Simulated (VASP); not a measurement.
# PbS (Fm-3m) in VASP: single point with PBE

Aim: the single point of PbS with PBE.

Everything below comes from runs of VASP 6.6.1. Logs are shortened: lines on timing, memory, paths and dates and some standing lists are left out, and cuts for length are marked.

## Step 1: The cell of the first run

It takes space group Fm-3m (No. 225, cubic). The conventional cell has a = 5.930 Å, b = 5.930 Å, c = 5.930 Å, α = 90.00°, β = 90.00°, γ = 90.00°. Pb (site symmetry m-3m) has 6 S at 2.96 Å within 3.9 Å. Within 3.9 Å of S (site symmetry m-3m) lie 6 Pb at 2.96 Å.

## Step 2: Single point, PBE

File INCAR:

```
ALGO     = Normal         # electronic algorithm
EDIFF    = 1E-7           # SCF threshold, eV
ENCUT    = 520            # plane-wave cutoff, eV
GGA      = PE             # functional
ISIF     = 2              # what is computed and relaxed
ISMEAR   = 0              # smearing method
LASPH    = T              # aspherical terms in the spheres
LCHARG   = F              # write CHGCAR
LREAL    = F              # projectors in reciprocal space
LWAVE    = F              # write WAVECAR
NBANDS   = 17             # bands
NELM     = 80             # most SCF steps
PREC     = Accurate       # precision mode
SIGMA    = 0.03           # smearing width, eV
```

File KPOINTS:

```
k-points
0
Gamma
  10 10 10
```

File POSCAR:

```
PbS
1.0
    0.0000000000      2.9650000000      2.9650000000
    2.9650000000      0.0000000000      2.9650000000
    2.9650000000      2.9650000000      0.0000000000
Pb S
1 1
Direct
    0.0000000000      0.0000000000      0.0000000000
    0.5000000000      0.5000000000      0.5000000000
```

Potentials or basis: VASP PAW PBE potentials, release 64 (Pb_d, S).

The run is started by

```console
cat potpaw_PBE.64/Pb_d/POTCAR potpaw_PBE.64/S/POTCAR > POTCAR
mpirun -np 1 vasp_std > vasp.out
```

OUTCAR:

```text
EDIFF = 1E-7
   ENCUT = 520
   GGA = PE
   ISIF = 2
   ISMEAR = 0
   LASPH = T
   LREAL = F
   NELM = 80
   PREC = Accurate

 ion  position               nearest neighbor table
   1  0.000  0.000  0.000-   2 2.96   2 2.96   2 2.96   2 2.96   2 2.96   2 2.96
   2  0.500  0.500  0.500-   1 2.96   1 2.96   1 2.96   1 2.96   1 2.96   1 2.96

  LATTYP: Found a face centered cubic cell.
 ALAT       =     5.9300000000

  Lattice vectors:

 A1 = (   0.0000000000,   2.9650000000,   2.9650000000)
 A2 = (   2.9650000000,   0.0000000000,   2.9650000000)
 A3 = (   2.9650000000,   2.9650000000,   0.0000000000)

Analysis of symmetry for initial positions (statically):
=====================================================================
 Subroutine PRICEL returns:
 Original cell was already a primitive cell.

 Routine SETGRP: Setting up the symmetry group for a
 face centered cubic supercell.

 Subroutine GETGRP returns: Found 48 space group operations
 (whereof 48 operations were pure point group operations)
 out of a pool of 48 trial point group operations.

The static configuration has the point symmetry O_h .

Analysis of symmetry for dynamics (positions and initial velocities):
=====================================================================
 Subroutine PRICEL returns:
 Original cell was already a primitive cell.

 Routine SETGRP: Setting up the symmetry group for a
 face centered cubic supercell.

 Subroutine GETGRP returns: Found 48 space group operations
 (whereof 48 operations were pure point group operations)
 out of a pool of 48 trial point group operations.

The dynamic configuration has the point symmetry O_h .

 Subroutine INISYM returns: Found 48 space group operations
 (whereof 48 operations are pure point group operations),
 and found     1 'primitive' translations

----------------------------------------------------------------------------------------

                                     Primitive cell

  volume of cell :      52.1320

  direct lattice vectors                    reciprocal lattice vectors
     0.000000000  2.965000000  2.965000000    -0.168634064  0.168634064  0.168634064
     2.965000000  0.000000000  2.965000000     0.168634064 -0.168634064  0.168634064
     2.965000000  2.965000000  0.000000000     0.168634064  0.168634064 -0.168634064

  length of vectors
     4.193143212  4.193143212  4.193143212     0.292082767  0.292082767  0.292082767

  position of ions in fractional coordinates (direct lattice)
     0.000000000  0.000000000  0.000000000
     0.500000000  0.500000000  0.500000000

  ion indices of the primitive-cell ions
   primitive index   ion index
                 1           1
                 2           2

----------------------------------------------------------------------------------------

 KPOINTS: k-points

Automatic generation of k-mesh.
 Grid dimensions read from file:
 generate k-points for:   10   10   10

 Generating k-lattice:

  Cartesian coordinates                     Fractional coordinates (reciprocal lattice)
    -0.016863406  0.016863406  0.016863406     0.100000000  0.000000000  0.000000000
     0.016863406 -0.016863406  0.016863406     0.000000000  0.100000000  0.000000000
     0.016863406  0.016863406 -0.016863406     0.000000000  0.000000000  0.100000000

  Length of vectors
     0.029208277  0.029208277  0.029208277

  Shift w.r.t. Gamma in fractional coordinates (k-lattice)
     0.000000000  0.000000000  0.000000000

 Subroutine IBZKPT returns following result:
 ===========================================

 Found     47 irreducible k-points:

 Following reciprocal coordinates:
            Coordinates               Weight
  0.000000  0.000000  0.000000      1.000000
  0.100000  0.000000  0.000000      8.000000
  0.200000  0.000000  0.000000      8.000000
  0.300000  0.000000  0.000000      8.000000
  0.400000  0.000000  0.000000      8.000000
  0.500000  0.000000  0.000000      4.000000
[... 16 lines left out ...]
  0.300000  0.300000  0.000000      6.000000
  0.400000  0.300000  0.000000     24.000000
 [... further k-points ...]
   k-points           NKPTS =     47   k-points in BZ     NKDIM =     47   number of bands    NBANDS=     17
   number of dos      NEDOS =    301   number of ions     NIONS =      2
   total plane-waves  NPLWV =  32768
   dimension x,y,z NGX =    32 NGY =   32 NGZ =   32
   dimension x,y,z NGXF=    64 NGYF=   64 NGZF=   64
   ions per type =               1   1
   NGX,Y,Z   is equivalent  to a cutoff of  12.69, 12.69, 12.69 a.u.
   NGXF,Y,Z  is equivalent  to a cutoff of  25.37, 25.37, 25.37 a.u.
 SYSTEM =  unknown system
   PREC   = accura    normal or accurate (medium, high low for compatibility)
   ISTART =      0    job   : 0-new  1-cont  2-samecut
   ICHARG =      2    charge: 1-file 2-atom 10-const
   ISPIN  =      1    spin polarized calculation?
   LNONCOLLINEAR =      F non collinear calculations
   LSORBIT =      F    spin-orbit coupling
   LASPH  =      T    aspherical Exc in radial PAW
   ENCUT  =  520.0 eV  38.22 Ry    6.18 a.u.   7.80  7.80  7.80*2*pi/ulx,y,z
   NELM   =     80;   NELMIN=  2; NELMDL= -5     # of ELM steps
   EDIFF  = 0.1E-06   stopping-criterion for ELM
   LREAL  =      F    real-space projection
   EDIFFG = 0.1E-05   stopping-criterion for IOM
   NSW    =      0    number of steps for IOM
   IBRION =     -1    ionic relax: 0-MD 1-quasi-New 2-CG
   NFREE  =      0    steps in history (QN), initial steepest desc. (CG)
   ISIF   =      2    stress and relaxation
   ISYM   =      2    0-nonsym 1-usesym 2-fastsym
   POTIM  = 0.5000    time-step for ionic-motion
   TEBEG  =    0.0;   TEEND  =   0.0 temperature during run
   PSTRESS=    0.0 pullay stress
   NELECT =      20.0000    total number of electrons
   NUPDOWN=      -1.0000    fix difference up-down
   EMIN   =  10.00;   EMAX   =-10.00  energy-range for DOS
   EFERMI =   0.00;   METHOD = LEGACY
   ISMEAR =     0;   SIGMA  =   0.03  broadening in eV -4-tet -1-fermi 0-gaus
   EFERMI_NEDOS =   21; number of points for ismear=-14 and -15
   IALGO  =     38    algorithm
   IMIX   =      4    mixing-type and parameters
     AMIX     =   0.40;   BMIX     =  1.00
     AMIX_MAG =   1.60;   BMIX_MAG =  1.00
  volume/ion in A,a.u.               =      26.07       175.90
  Fermi-wavevector in a.u.,A,eV,Ry     =   1.189552  2.247928 19.252709  1.415034
  Thomas-Fermi vector in A             =   2.325657
   LORBIT       =      0    0 simple, 1 ext, 2 COOP (PROOUT), +10 PAW based schemes
   GGA     = PE    functional components
   LHFCALC =     F    Hartree Fock is set to
   AEXX    =    0.0000 exact exchange contribution
   IVDW    =     0    specifies the selected vdW correction
   LEPSILON=     F    determine dielectric tensor
   LRPA    =     F    only Hartree local field effects (RPA)
 non-spin polarized calculation
 Gauss-broadening in eV      SIGMA  =   0.03
  energy-cutoff  :      520.00
  volume of cell :       52.13
 maximum number of plane-waves:      1422
   NGX = 15   NGY = 15   NGZ = 15

 number of electron      19.9999998 magnetization

 Free energy of the ion-electron system (eV)
  ---------------------------------------------------
  ext. energy  EPLUGINS =         0.00000000
  ---------------------------------------------------
  free energy    TOTEN  =        -8.75500209 eV

  energy without entropy =       -8.75500209  energy(sigma->0) =       -8.75500209

 E-fermi :   6.0555     XC(G=0):  -9.6857

 val. band max:        5.8342467406   @ k =   0.5000   0.0000   0.0000
 cond. band min:       6.1953778398   @ k =   0.5000   0.0000   0.0000
 fundamental gap:      0.3611310992
 Fermi energy:         6.0555089328

 k-point     1 :       0.0000    0.0000    0.0000
  band No.  band energies     occupation
      1     -10.9932      2.00000
      2     -10.9932      2.00000
      3     -10.9932      2.00000
      4     -10.9767      2.00000
      5     -10.9767      2.00000
      6      -7.7713      2.00000
[... 9 lines left out ...]
     16      12.5612      0.00000
     17      14.4890      0.00000

 k-point     2 :       0.1000    0.0000    0.0000
  band No.  band energies     occupation
      1     -10.9927      2.00000
      2     -10.9908      2.00000
      3     -10.9908      2.00000
      4     -10.9777      2.00000
      5     -10.9777      2.00000
      6      -7.6855      2.00000
[... 9 lines left out ...]
     16      12.8141      0.00000
     17      15.3284      0.00000

 k-point     3 :       0.2000    0.0000    0.0000
  band No.  band energies     occupation
      1     -10.9925      2.00000
      2     -10.9925      2.00000
      3     -10.9916      2.00000
      4     -10.9722      2.00000
      5     -10.9722      2.00000
      6      -7.4394      2.00000
[... 9 lines left out ...]
     16      13.3908      0.00000
     17      16.9145      0.00000

 k-point     4 :       0.3000    0.0000    0.0000
  band No.  band energies     occupation
      1     -11.0007      2.00000
      2     -11.0007      2.00000
      3     -10.9907      2.00000
      4     -10.9594      2.00000
      5     -10.9594      2.00000
      6      -7.0760      2.00000
[... 9 lines left out ...]
     16      14.2384      0.00000
     17      18.2189      0.00000

 k-point     5 :       0.4000    0.0000    0.0000
  band No.  band energies     occupation
      1     -11.0079      2.00000
      2     -11.0079      2.00000
      3     -10.9902      2.00000
      4     -10.9483      2.00000
      5     -10.9483      2.00000
      6      -6.7025      2.00000
[... 9 lines left out ...]
     16      15.2716      0.00000
     17      17.2982      0.00000

 k-point     6 :       0.5000    0.0000    0.0000
  band No.  band energies     occupation
      1     -11.0107      2.00000
      2     -11.0107      2.00000
      3     -10.9901      2.00000
      4     -10.9440      2.00000
      5     -10.9440      2.00000
      6      -6.5277      2.00000
[... 9 lines left out ...]
     16      15.9538      0.00000
     17      16.3817      0.00000

 k-point     7 :       0.1000    0.1000    0.0000
  band No.  band energies     occupation
      1     -10.9957      2.00000
      2     -10.9877      2.00000
      3     -10.9877      2.00000
      4     -10.9844      2.00000
      5     -10.9743      2.00000
      6      -7.6559      2.00000
[... 9 lines left out ...]
     16      13.3565      0.00000
     17      15.1043      0.00000

 k-point     8 :       0.2000    0.1000    0.0000
  band No.  band energies     occupation
      1     -10.9971      2.00000
      2     -10.9942      2.00000
      3     -10.9850      2.00000
      4     -10.9797      2.00000
      5     -10.9690      2.00000
      6      -7.4606      2.00000
[... 9 lines left out ...]
     16      13.9763      0.00000
     17      15.9119      0.00000
[... 203 lines left out ...]
      1     -11.0475      2.00000
      2     -10.9888      2.00000
      3     -10.9883      2.00000
      4     -10.9584      2.00000
      5     -10.9414      2.00000
      6      -6.3943      2.00000
[... 9 lines left out ...]
     16      16.3522      0.00000
     17      16.8922      0.00000

 k-point    20 :      -0.4000    0.2000    0.0000
  band No.  band energies     occupation
      1     -11.0396      2.00000
      2     -10.9941      2.00000
      3     -10.9802      2.00000
      4     -10.9602      2.00000
      5     -10.9470      2.00000
      6      -6.3498      2.00000
[... 9 lines left out ...]
     16      15.2767      0.00000
     17      17.5874      0.00000

 k-point    21 :      -0.3000    0.2000    0.0000
  band No.  band energies     occupation
      1     -11.0243      2.00000
      2     -10.9957      2.00000
      3     -10.9806      2.00000
      4     -10.9594      2.00000
      5     -10.9588      2.00000
      6      -6.5883      2.00000
[... 9 lines left out ...]
     16      15.7902      0.00000
     17      16.9405      0.00000

 k-point    22 :      -0.2000    0.2000    0.0000
  band No.  band energies     occupation
      1     -11.0074      2.00000
      2     -10.9944      2.00000
      3     -10.9866      2.00000
      4     -10.9707      2.00000
      5     -10.9586      2.00000
      6      -6.9437      2.00000
[... 9 lines left out ...]
     16      15.7235      0.00000
     17      16.0969      0.00000

 k-point    23 :       0.3000    0.3000    0.0000
  band No.  band energies     occupation
      1     -11.0619      2.00000
      2     -11.0099      2.00000
      3     -10.9598      2.00000
      4     -10.9539      2.00000
      5     -10.9539      2.00000
      6      -6.8115      2.00000
[... 9 lines left out ...]
     16      16.4266      0.00000
     17      16.7143      0.00000

 k-point    24 :       0.4000    0.3000    0.0000
  band No.  band energies     occupation
      1     -11.0825      2.00000
      2     -11.0099      2.00000
      3     -10.9627      2.00000
      4     -10.9475      2.00000
      5     -10.9426      2.00000
      6      -6.5189      2.00000
[... 9 lines left out ...]
     16      16.8697      0.00000
     17      17.4593      0.00000

 [... further k-points ...]

------------------------ aborting loop because EDIFF is reached ----------------------------------------

  FORCE on cell =-STRESS in cart. coord.  units (eV):
  Direction    XX          YY          ZZ          XY          YZ          ZX
  --------------------------------------------------------------------------------------
  -------------------------------------------------------------------------------------
  Total        0.7205360      0.7205360      0.7205360      0.0000000      0.0000000      0.0000000
  in kB       22.1443106     22.1443106     22.1443106      0.0000000      0.0000000      0.0000000
  external PRESSURE =      22.1443106 kB  Pullay stress =       0.0000000 kB

 VOLUME and BASIS-vectors are now :
 -----------------------------------------------------------------------------
  energy-cutoff  :      520.00
  volume of cell :       52.13
      direct lattice vectors                 reciprocal lattice vectors
     0.000000000  2.965000000  2.965000000    -0.168634064  0.168634064  0.168634064
     2.965000000  0.000000000  2.965000000     0.168634064 -0.168634064  0.168634064
     2.965000000  2.965000000  0.000000000     0.168634064  0.168634064 -0.168634064

 POSITION                                       TOTAL-FORCE (eV/Angst)
 -----------------------------------------------------------------------------------
      0.00000      0.00000      0.00000         0.000000      0.000000      0.000000
      2.96500      2.96500      2.96500        -0.000000     -0.000000     -0.000000
 -----------------------------------------------------------------------------------
    total drift:                                0.000000     -0.000000     -0.000000

  FREE ENERGIE OF THE ION-ELECTRON SYSTEM (eV)
  ---------------------------------------------------
  free  energy   TOTEN  =        -8.7550020911 eV

  energy  without entropy=       -8.7550020911  energy(sigma->0) =       -8.75500209
```

Wall time 32 s (1 thread of AMD EPYC 7R13 (Zen 3), shared host); peak memory 0.16 GiB.

Results:

```yaml
Free_energy: -8.7550 eV
Pressure: 2.2 GPa
Band_gap_on_the_k_mesh: 0.36 eV, direct
```

Caveat: spin-orbit coupling is left out, which moves the levels of the heavy elements. A k mesh can miss the band edges.
